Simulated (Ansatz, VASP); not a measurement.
**Two plane-wave programs on CuO**

INCAR

```
PREC     = Accurate       # precision mode
ENCUT    = 520            # plane-wave cutoff, eV
EDIFF    = 1E-6           # SCF threshold, eV
ISMEAR   = 0              # smearing method
SIGMA    = 0.1            # smearing width, eV
LREAL    = F              # projectors in reciprocal space
LASPH    = T              # aspherical terms in the spheres
NELM     = 150            # most SCF steps
ALGO     = Normal         # electronic algorithm
ISIF     = 2              # what is computed and relaxed
LWAVE    = F              # write WAVECAR
LCHARG   = T              # write CHGCAR
LMAXMIX  = 4              # l up to which the mixer works
LDAU     = T              # DFT+U
LDAUTYPE = 2            
LDAUL    = 2 -1           # shell
LDAUU    = 4 0            # U, eV
LDAUJ    = 0 0          
LDAUPRINT= 1            
GGA      = PE             # functional
LELF     = T              # ELF
LVHAR    = T            
NBANDS   = 25             # bands
```

The input KPOINTS:

```
regular mesh
0
Gamma
  14 14 8
```

POSCAR

```
CuO
1.0
    1.9909680000     -2.1535500000      0.0000000000
    1.9909680000      2.1535500000      0.0000000000
    0.0000000000      0.0000000000      5.1559280000
Cu O
2 2
Direct
    0.0000000000      0.5000000000      0.0000000000
    0.5000000000      0.0000000000      0.5000000000
    0.5000000000      0.5000000000      0.2500000000
    0.5000000000      0.5000000000      0.7500000000
```

Input for Ansatz:

```yaml
crystal:
  lattice:
    - [1.990968, -2.15355, 0.0]
    - [1.990968, 2.15355, 0.0]
    - [0.0, 0.0, 5.155928]
  atoms:
    - { symbol: Cu, position: [0.0, 0.5, 0.0] }
    - { symbol: Cu, position: [0.5, 0.0, 0.5] }
    - { symbol: O, position: [0.5, 0.5, 0.25] }
    - { symbol: O, position: [0.5, 0.5, 0.75] }
basis:
  ecutwfc: 420
kpoints:
  mp_grid: { grid: [14, 14, 8] }
hamiltonian:
  xc: pbe
  hubbard: { sites: [{ species: Cu, l: d, u_eff: 4.0 }] }
scf:
  occupations: { method: gaussian, width: 0.1 }
output:
  forces: true
  stress: true
  eigenvalues: true
```

Alike in both runs: task single point; functional PBE; k mesh 14 × 14 × 8; occupations gaussian, width 0.1 eV; no spin polarisation; Hubbard terms Cu d U = 4.0 eV.

|  | VASP | Ansatz |
| --- | --- | --- |
| version | VASP 6.6.1 | Ansatz 0.2.0 |
| potentials or method | VASP PAW PBE potentials, release 64 (Cu, O), cutoff 520 eV | scalar-relativistic, plane waves, PAW |
| valence electrons in the cell | 34 | 50 |

|  | VASP | Ansatz | Ansatz less VASP |
| --- | --- | --- | --- |
| gap on the k mesh at the Fermi level (eV) | none | none | - |
| pressure (GPa) | 0.0 | 3.5 | +3.48 |
| traceless stress, the component that is largest in VASP (GPa) | 0.42 | 0.07 | -0.351 |

The programs project onto different local orbitals, so the same U acts differently, and such runs can settle in different states. A gap of «none» marks a metal or a gap that the smearing closes. VASP's potentials hold 34 valence electrons a cell and Ansatz's 50, so a difference there can come from the potentials and not from the codes. Ansatz's warnings: filled band counts differ across k points.
